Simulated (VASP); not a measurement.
# Mo (Fm-3m) in VASP: notebook

Mo is run at these levels: RPBE; tasks: single point.

Everything below comes from runs of VASP 6.6.1. Logs are shortened: lines on timing, memory, paths and dates and some standing lists are left out, and cuts for length are marked.

## Step 1: The cell of the first run

Symmetry: Fm-3m, No. 225, cubic system. Conventional cell: a = 4.022 Å, b = 4.022 Å, c = 4.022 Å, α = 90.00°, β = 90.00°, γ = 90.00°. Mo (site symmetry m-3m) has 12 Mo at 2.84 Å within 3.7 Å.

This isn't the form of Mo at room conditions, which is bcc.

## Step 2: Single point, RPBE

File INCAR:

```
  PREC = Accurate
  ENCUT = 520
  EDIFF = 1E-7
  ISMEAR = -1
  SIGMA = 0.1
  LREAL = False
  LASPH = True
  NELM = 100
  ALGO = Normal
  ISIF = 2
  LWAVE = False
  LCHARG = False
  GGA = RP
  NBANDS = 13
```

File KPOINTS:

```
regular mesh
0
Gamma
  14 14 14
```

File POSCAR:

```
Mo
1.0
    0.0000000000      2.0110960468      2.0110960468
    2.0110960468      0.0000000000      2.0110960468
    2.0110960468      2.0110960468      0.0000000000
Mo
1
Direct
    0.0000000000      0.0000000000      0.0000000000
```

Potentials or basis: VASP PAW PBE potentials, release 64 (Mo_sv).

Launch:

```sh
cat potpaw_PBE.64/Mo_sv/POTCAR > POTCAR
mpirun -np 1 vasp_std > vasp.out
```

OUTCAR:

```text
PREC = Accurate
   ENCUT = 520
   EDIFF = 1E-7
   ISMEAR = -1
   LREAL = False
   LASPH = True
   NELM = 100
   ISIF = 2
   GGA = RP

 ion  position               nearest neighbor table
   1  0.000  0.000  0.000-

  LATTYP: Found a face centered cubic cell.
 ALAT       =     4.0221920936

  Lattice vectors:

 A1 = (   0.0000000000,   2.0110960468,   2.0110960468)
 A2 = (   2.0110960468,   0.0000000000,   2.0110960468)
 A3 = (   2.0110960468,   2.0110960468,   0.0000000000)

Analysis of symmetry for initial positions (statically):
=====================================================================
 Subroutine PRICEL returns:
 Original cell was already a primitive cell.

 Routine SETGRP: Setting up the symmetry group for a
 face centered cubic supercell.

 Subroutine GETGRP returns: Found 48 space group operations
 (whereof 48 operations were pure point group operations)
 out of a pool of 48 trial point group operations.

The static configuration has the point symmetry O_h .

Analysis of symmetry for dynamics (positions and initial velocities):
=====================================================================
 Subroutine PRICEL returns:
 Original cell was already a primitive cell.

 Routine SETGRP: Setting up the symmetry group for a
 face centered cubic supercell.

 Subroutine GETGRP returns: Found 48 space group operations
 (whereof 48 operations were pure point group operations)
 out of a pool of 48 trial point group operations.

The dynamic configuration has the point symmetry O_h .

 Subroutine INISYM returns: Found 48 space group operations
 (whereof 48 operations are pure point group operations),
 and found     1 'primitive' translations

----------------------------------------------------------------------------------------

                                     Primitive cell

  volume of cell :      16.2678

  direct lattice vectors                    reciprocal lattice vectors
     0.000000000  2.011096047  2.011096047    -0.248620647  0.248620647  0.248620647
     2.011096047  0.000000000  2.011096047     0.248620647 -0.248620647  0.248620647
     2.011096047  2.011096047  0.000000000     0.248620647  0.248620647 -0.248620647

  length of vectors
     2.844119305  2.844119305  2.844119305     0.430623592  0.430623592  0.430623592

  position of ions in fractional coordinates (direct lattice)
     0.000000000  0.000000000  0.000000000

  ion indices of the primitive-cell ions
   primitive index   ion index
                 1           1

----------------------------------------------------------------------------------------

 KPOINTS: regular mesh

Automatic generation of k-mesh.
 Grid dimensions read from file:
 generate k-points for:   14   14   14

 Generating k-lattice:

  Cartesian coordinates                     Fractional coordinates (reciprocal lattice)
    -0.017758618  0.017758618  0.017758618     0.071428571  0.000000000  0.000000000
     0.017758618 -0.017758618  0.017758618     0.000000000  0.071428571  0.000000000
     0.017758618  0.017758618 -0.017758618     0.000000000  0.000000000  0.071428571

  Length of vectors
     0.030758828  0.030758828  0.030758828

  Shift w.r.t. Gamma in fractional coordinates (k-lattice)
     0.000000000  0.000000000  0.000000000

 Subroutine IBZKPT returns following result:
 ===========================================

 Found    104 irreducible k-points:

 Following reciprocal coordinates:
            Coordinates               Weight
  0.000000  0.000000  0.000000      1.000000
  0.071429  0.000000  0.000000      8.000000
  0.142857  0.000000  0.000000      8.000000
  0.214286  0.000000  0.000000      8.000000
  0.285714  0.000000  0.000000      8.000000
  0.357143  0.000000  0.000000      8.000000
[... 16 lines left out ...]
  0.214286  0.142857  0.000000     24.000000
  0.285714  0.142857  0.000000     24.000000
 [... further k-points ...]
   k-points           NKPTS =    104   k-points in BZ     NKDIM =    104   number of bands    NBANDS=     13
   number of dos      NEDOS =    301   number of ions     NIONS =      1
   total plane-waves  NPLWV =  13824
   dimension x,y,z NGX =    24 NGY =   24 NGZ =   24
   dimension x,y,z NGXF=    48 NGYF=   48 NGZF=   48
   ions per type =               1
   NGX,Y,Z   is equivalent  to a cutoff of  14.03, 14.03, 14.03 a.u.
   NGXF,Y,Z  is equivalent  to a cutoff of  28.06, 28.06, 28.06 a.u.
 SYSTEM =  unknown system
   PREC   = accura    normal or accurate (medium, high low for compatibility)
   ISTART =      0    job   : 0-new  1-cont  2-samecut
   ICHARG =      2    charge: 1-file 2-atom 10-const
   ISPIN  =      1    spin polarized calculation?
   LNONCOLLINEAR =      F non collinear calculations
   LSORBIT =      F    spin-orbit coupling
   LASPH  =      T    aspherical Exc in radial PAW
   ENCUT  =  520.0 eV  38.22 Ry    6.18 a.u.   5.29  5.29  5.29*2*pi/ulx,y,z
   NELM   =    100;   NELMIN=  2; NELMDL= -5     # of ELM steps
   EDIFF  = 0.1E-06   stopping-criterion for ELM
   LREAL  =      F    real-space projection
   EDIFFG = 0.1E-05   stopping-criterion for IOM
   NSW    =      0    number of steps for IOM
   IBRION =     -1    ionic relax: 0-MD 1-quasi-New 2-CG
   NFREE  =      0    steps in history (QN), initial steepest desc. (CG)
   ISIF   =      2    stress and relaxation
   ISYM   =      2    0-nonsym 1-usesym 2-fastsym
   POTIM  = 0.5000    time-step for ionic-motion
   TEBEG  =    0.0;   TEEND  =   0.0 temperature during run
   PSTRESS=    0.0 pullay stress
   NELECT =      14.0000    total number of electrons
   NUPDOWN=      -1.0000    fix difference up-down
   EMIN   =  10.00;   EMAX   =-10.00  energy-range for DOS
   EFERMI =   0.00;   METHOD = LEGACY
   ISMEAR =    -1;   SIGMA  =   0.10  broadening in eV -4-tet -1-fermi 0-gaus
   EFERMI_NEDOS =   21; number of points for ismear=-14 and -15
   IALGO  =     38    algorithm
   IMIX   =      4    mixing-type and parameters
     AMIX     =   0.40;   BMIX     =  1.00
     AMIX_MAG =   1.60;   BMIX_MAG =  1.00
  volume/ion in A,a.u.               =      16.27       109.78
  Fermi-wavevector in a.u.,A,eV,Ry     =   1.557189  2.942661 32.991924  2.424838
  Thomas-Fermi vector in A             =   2.660876
   LORBIT       =      0    0 simple, 1 ext, 2 COOP (PROOUT), +10 PAW based schemes
   GGA     = RP    functional components
   LHFCALC =     F    Hartree Fock is set to
   AEXX    =    0.0000 exact exchange contribution
   IVDW    =     0    specifies the selected vdW correction
   LEPSILON=     F    determine dielectric tensor
   LRPA    =     F    only Hartree local field effects (RPA)
 non-spin polarized calculation
  energy-cutoff  :      520.00
  volume of cell :       16.27
 maximum number of plane-waves:       452
 NGX is ok and might be reduce to    24
   NGX = 11   NGY = 11   NGZ = 11

 number of electron      14.0000001 magnetization

 Free energy of the ion-electron system (eV)
  ---------------------------------------------------
  ext. energy  EPLUGINS =         0.00000000
  ---------------------------------------------------
  free energy    TOTEN  =        -9.96261087 eV

  energy without entropy =       -9.91966643  energy(sigma->0) =       -9.94113865

 E-fermi :  11.6496     XC(G=0): -13.0799

 val. band max:       11.6489594258   @ k =   0.2143   0.1429   0.0000
 cond. band min:      11.6627080290   @ k =  -0.4286   0.4286   0.1429
 fundamental gap:      0.0137486032
 Fermi energy:        11.6496455453

 k-point     1 :       0.0000    0.0000    0.0000
  band No.  band energies     occupation
      1     -49.1043      2.00000
      2     -22.4807      2.00000
      3     -22.4807      2.00000
      4     -22.4807      2.00000
      5       4.9578      2.00000
      6      10.9388      1.99836
      7      10.9388      1.99836
      8      10.9388      1.99836
      9      13.5603      0.00000
     10      13.5603      0.00000
     11      24.7016      0.00000
     12      29.9087      0.00000
     13      29.9087      0.00000

 k-point     2 :       0.0714    0.0000    0.0000
  band No.  band energies     occupation
      1     -49.0941      2.00000
      2     -22.5456      2.00000
      3     -22.4888      2.00000
      4     -22.4888      2.00000
      5       5.1616      2.00000
      6      10.8018      1.99958
      7      11.0301      1.99593
      8      11.0301      1.99593
      9      13.4883      0.00000
     10      13.4883      0.00000
     11      25.0902      0.00000
     12      29.0422      0.00000
     13      30.2729      0.00000

 k-point     3 :       0.1429    0.0000    0.0000
  band No.  band energies     occupation
      1     -49.0653      2.00000
      2     -22.7252      2.00000
      3     -22.5116      2.00000
      4     -22.5116      2.00000
      5       5.7251      2.00000
      6      10.4920      1.99998
      7      11.2406      1.96708
      8      11.2406      1.96708
      9      13.3667      0.00000
     10      13.3667      0.00000
     11      26.0435      0.00000
     12      27.5784      0.00000
     13      31.3132      0.00000

 k-point     4 :       0.2143    0.0000    0.0000
  band No.  band energies     occupation
      1     -49.0233      2.00000
      2     -22.9791      2.00000
      3     -22.5443      2.00000
      4     -22.5443      2.00000
      5       6.4717      2.00000
      6      10.2807      2.00000
      7      11.3636      1.89169
      8      11.3636      1.89169
      9      13.4633      0.00000
     10      13.4633      0.00000
     11      25.7658      0.00000
     12      27.5955      0.00000
     13      32.8960      0.00000

 k-point     5 :       0.2857    0.0000    0.0000
  band No.  band energies     occupation
      1     -48.9764      2.00000
      2     -23.2538      2.00000
      3     -22.5804      2.00000
      4     -22.5804      2.00000
      5       7.0397      2.00000
      6      10.5666      1.99996
      7      11.2444      1.96582
      8      11.2444      1.96582
      9      13.9619      0.00000
     10      13.9619      0.00000
     11      24.5908      0.00000
     12      27.7489      0.00000
     13      34.7020      0.00000
[... 257 lines left out ...]
 k-point    22 :       0.1429    0.1429    0.0000
  band No.  band energies     occupation
      1     -49.0523      2.00000
      2     -22.7174      2.00000
      3     -22.5657      2.00000
      4     -22.5657      2.00000
      5       5.9807      2.00000
      6      10.0579      2.00000
      7      11.5765      1.35021
      8      11.5765      1.35021
      9      12.5596      0.00022
     10      13.8825      0.00000
     11      26.6578      0.00000
     12      28.6162      0.00000
     13      30.4702      0.00000

 k-point    23 :       0.2143    0.1429    0.0000
  band No.  band energies     occupation
      1     -49.0210      2.00000
      2     -22.8820      2.00000
      3     -22.6076      2.00000
      4     -22.5975      2.00000
      5       6.5686      2.00000
      6       9.7007      2.00000
      7      11.6490      1.00343
      8      11.8725      0.19449
      9      12.5032      0.00039
     10      14.0619      0.00000
     11      27.5896      0.00000
     12      27.8920      0.00000
     13      30.8155      0.00000

 k-point    24 :       0.2857    0.1429    0.0000
  band No.  band energies     occupation
      1     -48.9801      2.00000
      2     -23.1068      2.00000
      3     -22.6486      2.00000
      4     -22.6360      2.00000
      5       7.2540      2.00000
      6       9.5165      2.00000
      7      11.1903      1.97996
      8      11.9775      0.07264
      9      13.2831      0.00000
     10      14.4378      0.00000
     11      26.4380      0.00000
     12      28.6536      0.00000
     13      31.2012      0.00000

 [... further k-points ...]

------------------------ aborting loop because EDIFF is reached ----------------------------------------

  FORCE on cell =-STRESS in cart. coord.  units (eV):
  Direction    XX          YY          ZZ          XY          YZ          ZX
  --------------------------------------------------------------------------------------
  -------------------------------------------------------------------------------------
  Total        0.0429964      0.0429964      0.0429964      0.0000000     -0.0000000      0.0000000
  in kB        4.2346178      4.2346178      4.2346178      0.0000000     -0.0000000      0.0000000
  external PRESSURE =       4.2346178 kB  Pullay stress =       0.0000000 kB

 VOLUME and BASIS-vectors are now :
 -----------------------------------------------------------------------------
  energy-cutoff  :      520.00
  volume of cell :       16.27
      direct lattice vectors                 reciprocal lattice vectors
     0.000000000  2.011096047  2.011096047    -0.248620647  0.248620647  0.248620647
     2.011096047  0.000000000  2.011096047     0.248620647 -0.248620647  0.248620647
     2.011096047  2.011096047  0.000000000     0.248620647  0.248620647 -0.248620647

 POSITION                                       TOTAL-FORCE (eV/Angst)
 -----------------------------------------------------------------------------------
      0.00000      0.00000      0.00000        -0.000000     -0.000000     -0.000000
 -----------------------------------------------------------------------------------
    total drift:                                0.000000      0.000000      0.000000

  FREE ENERGIE OF THE ION-ELECTRON SYSTEM (eV)
  ---------------------------------------------------
  free  energy   TOTEN  =        -9.9626108703 eV

  energy  without entropy=       -9.9196664322  energy(sigma->0) =       -9.94113865
```

Wall time 17 s (1 thread of Intel Xeon Platinum 8259CL at 2.50GHz (Skylake/Cascade Lake), shared host); peak memory 0.15 GiB.

What came out:

- Free energy: -9.9626 eV
- Pressure: 0.4 GPa
- Band gap on the k mesh: zero (bands 7 and 8 overlap by 4.59 eV)

Caveat: the PAW data sets were made with another functional, which shifts forces and pressure a little.

## Step 3: Single point, RPBE (14.32 Å³/atom)

This run uses another cell than the first one, of 14.32 Å³/atom.

File INCAR:

```
SYSTEM = Mo
PREC = Accurate ; ENCUT = 520
EDIFF = 1E-7 ; ISMEAR = -1
SIGMA = 0.1 ; LREAL = .FALSE.
LASPH = .TRUE. ; NELM = 80
ALGO = Normal ; ISIF = 2
LWAVE = .FALSE. ; LCHARG = .FALSE.
GGA = RP ; NBANDS = 13
```

File KPOINTS:

```
regular mesh
0
G
  15 15 15
  0 0 0
```

File POSCAR:

```
Mo
1.0
    0.0000000000      1.9272011066      1.9272011066
    1.9272011066      0.0000000000      1.9272011066
    1.9272011066      1.9272011066      0.0000000000
Mo
1
Direct
    0.0000000000      0.0000000000      0.0000000000
```

Potentials or basis: VASP PAW PBE potentials, release 64 (Mo_sv).

Launch:

```sh
cat potpaw_PBE.64/Mo_sv/POTCAR > POTCAR
mpirun -np 1 vasp_std > vasp.out
```

It took 17 s on 1 thread of Intel Xeon Platinum 8259CL at 2.50GHz (Skylake/Cascade Lake), shared host; peak memory 0.14 GiB.

It converged, with:

| Quantity | Value |
| --- | --- |
| Free energy | -9.7440 eV |
| Pressure | 38.8 GPa |
| Band gap on the k mesh | zero (bands 7 and 8 overlap by 5.50 eV) |

Levels at points of the mesh, in eV from the Fermi level:
```
           k point  band 5  band 6  band 7  band 8  band 9  band 10
(0.00, 0.00, 0.00)   -7.02   -0.91   -0.91   -0.91    2.25     2.25
```

Caveat: the cell stands under pressure; the PAW data sets were made with another functional, which shifts forces and pressure a little.

## Step 4: Single point, RPBE (14.97 Å³/atom)

This run uses another cell than the first one, of 14.97 Å³/atom.

File INCAR:

```
SYSTEM = Mo
PREC = Accurate
ENCUT = 520
EDIFF = 1E-7
ISMEAR = -1
SIGMA = 0.1
LREAL = .False.
LASPH = .True.
NELM = 100
ALGO = Normal
ISIF = 2
LWAVE = .False.
LCHARG = .False.
GGA = RP
NBANDS = 13
```

File KPOINTS:

```
regular mesh
0
Gamma
  15 15 15
  0 0 0
```

File POSCAR:

```
Mo
1.0
    0.0000000000      1.9559695436      1.9559695436
    1.9559695436      0.0000000000      1.9559695436
    1.9559695436      1.9559695436      0.0000000000
Mo
1
Direct
    0.0000000000      0.0000000000      0.0000000000
```

Launch:

```sh
cat potpaw_PBE.64/Mo_sv/POTCAR > POTCAR
mpirun -np 1 vasp_std > vasp.out
```

It took 17 s on 1 thread of Intel Xeon Platinum 8259CL at 2.50GHz (Skylake/Cascade Lake), shared host; peak memory 0.15 GiB.

The run converged. Its results:

- Free energy: -9.8699 eV
- Pressure: 23.5 GPa
- Band gap on the k mesh: zero (bands 7 and 8 overlap by 5.10 eV)

Levels at points of the mesh, in eV from the Fermi level:
```tsv
k point	band 3	band 4	band 5	band 6	band 7	band 8	band 9	band 10	band 11	band 12
(0.00, 0.00, 0.00)	-33.89	-33.89	-6.91	-0.82	-0.82	-0.82	2.14	2.14	13.11	18.73
```

Caveat: the cell stands under pressure; the PAW data sets were made with another functional, which shifts forces and pressure a little.

## Step 5: Single point, RPBE (15.62 Å³/atom)

This run uses another cell than the first one, of 15.62 Å³/atom.

INCAR, as its differences from that of step 4:

```diff
@@ -3,3 +3,3 @@
 ENCUT = 520
-EDIFF = 1E-7
+EDIFF = 1E-6
 ISMEAR = -1
@@ -8,3 +8,3 @@
 LASPH = .True.
-NELM = 100
+NELM = 60
 ALGO = Normal
```

KPOINTS is that of step 4.

File POSCAR:

```
Mo
1.0
    0.0000000000      1.9839157413      1.9839157413
    1.9839157413      0.0000000000      1.9839157413
    1.9839157413      1.9839157413      0.0000000000
Mo
1
Direct
    0.0000000000      0.0000000000      0.0000000000
```

Launch:

```sh
cat potpaw_PBE.64/Mo_sv/POTCAR > POTCAR
mpirun -np 1 vasp_std > vasp.out
```

Run time: 22 s. Hardware: 1 thread of Intel Xeon Platinum 8259CL at 2.50GHz (Skylake/Cascade Lake), shared host; peak memory 0.15 GiB.

The run converged. Its results:

- Free energy: -9.9394 eV
- Pressure: 11.0 GPa
- Band gap on the k mesh: zero (bands 7 and 8 overlap by 4.75 eV)

Levels at points of the mesh, in eV from the Fermi level:
```tsv
k point	band 5	band 6	band 7	band 8	band 9	band 10
(0.00, 0.00, 0.00)	-6.79	-0.75	-0.75	-0.75	2.03	2.03
```

Caveat: the cell stands under pressure; the PAW data sets were made with another functional, which shifts forces and pressure a little.

## Step 6: Single point, RPBE (16.27 Å³/atom)

File INCAR:

```
PREC = Accurate ; ENCUT = 520
EDIFF = 1E-6 ; ISMEAR = -1
SIGMA = 0.1 ; LREAL = False
LASPH = True ; NELM = 80
ALGO = Normal ; ISIF = 2
LWAVE = False ; LCHARG = True
GGA = RP ; LELF = True
LVHAR = True ; NBANDS = 13
```

File KPOINTS:

```
regular mesh
0
Gamma
  15 15 15
```

File POSCAR:

```
Mo
1.0
    0.0000000000      2.0110960468      2.0110960468
    2.0110960468      0.0000000000      2.0110960468
    2.0110960468      2.0110960468      0.0000000000
Mo
1
Direct
    0.0000000000      0.0000000000      0.0000000000
```

Potentials or basis: VASP PAW PBE potentials, release 64 (Mo_sv).

Launch:

```sh
cat potpaw_PBE.64/Mo_sv/POTCAR > POTCAR
mpirun -np 1 vasp_std > vasp.out
```

It took 21 s on 1 thread of Intel Xeon Platinum 8259CL at 2.50GHz (Skylake/Cascade Lake), shared host; peak memory 0.15 GiB.

The run converged. Its results:

```
Free energy            : -9.9626 eV
Pressure               : 0.7 GPa
Band gap on the k mesh : zero (bands 7 and 8 overlap by 4.45 eV)
```

Levels at points of the mesh, in eV from the Fermi level:
```tsv
k point	band 5	band 6	band 7	band 8	band 9	band 10
(0.00, 0.00, 0.00)	-6.67	-0.69	-0.69	-0.69	1.93	1.93
```

Caveat: the PAW data sets were made with another functional, which shifts forces and pressure a little.

## Step 7: Summary

| cell | k mesh | gap on the mesh (eV) | pressure (GPa) |
| --- | --- | --- | --- |
| a = 2.844 Å, angles 60.0°, 1 atom | 14 × 14 × 14 | none | 0.4 |
| a = 2.725 Å, angles 60.0°, 1 atom | 15 × 15 × 15 | none | 38.8 |
| a = 2.766 Å, angles 60.0°, 1 atom | 15 × 15 × 15 | none | 23.5 |
| a = 2.806 Å, angles 60.0°, 1 atom | 15 × 15 × 15 | none | 11.0 |
| a = 2.844 Å, angles 60.0°, 1 atom | 15 × 15 × 15 | none | 0.7 |

Alike in all rows: task single point; level RPBE; potentials or basis VASP PAW PBE potentials, release 64 (Mo_sv); no spin polarisation; cutoff (eV) 520; smearing fermi-dirac 0.1 eV.

Caveats: the PAW data sets were made with another functional, which shifts forces and pressure a little; the cell stands under pressure (at least some runs).

Absolute energies hang on the potentials; compare differences alone.
